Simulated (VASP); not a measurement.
Here is a VASP 6.6.1 calculation.

The input POSCAR:

```
C
1.0
    0.0000000000      1.7833700000      1.7833700000
    1.7833700000      0.0000000000      1.7833700000
    1.7833700000      1.7833700000      0.0000000000
C
2
Direct
    0.0000000000      0.0000000000      0.0000000000
    0.2500000000      0.2500000000      0.2500000000
```

File INCAR.step1:

```
SYSTEM = C
  PREC = Accurate
  ENCUT = 600
  ISMEAR = 0
  SIGMA = 0.01
  LREAL = .FALSE.
  LASPH = .TRUE.
  NELM = 100
  GGA = PE
  ALGO = Normal
  EDIFF = 1E-4
  LWAVE = .TRUE.
  LCHARG = .FALSE.
```

File INCAR.step2:

```
SYSTEM = C
  PREC = Accurate
  ENCUT = 600
  EDIFF = 1E-6
  ISMEAR = 0
  SIGMA = 0.01
  LREAL = .FALSE.
  LASPH = .TRUE.
  NELM = 100
  ALGO = Normal
  ISIF = 3
  LWAVE = .FALSE.
  LCHARG = .FALSE.
  METAGGA = R2SCAN
  LMIXTAU = .TRUE.
  LUSE_VDW = .TRUE.
  IVDW_NL = 2
  BPARAM = 11.95
  CPARAM = 0.0093
  IBRION = 2
  NSW = 60
  EDIFFG = -0.01
  ISTART = 1
```

KPOINTS

```
regular mesh
0
G
  10 10 10
  0 0 0
```

Potentials or basis: VASP PAW PBE potentials, release 64 (C).

Command:

```sh
$ cat potpaw_PBE.64/C/POTCAR > POTCAR
$ cp INCAR.step1 INCAR
$ mpirun -np 1 vasp_std > vasp.out
$ cp INCAR.step2 INCAR
$ mpirun -np 1 vasp_std > vasp.out
```

(1) Predict the relaxed volume.

(2) What does it give for the relaxed cell?

(3) Predict the band gap on the k mesh.

Answers

(1) 5.63 Å³/atom.

(2) a = 2.516 Å, b = 2.516 Å, c = 2.516 Å, α = 60.00°, β = 60.00°, γ = 60.00°.

(3) 4.35 eV, indirect (least direct gap 5.85 eV).

Caveat: the PAW data sets were made with another functional, which shifts forces and pressure a little.
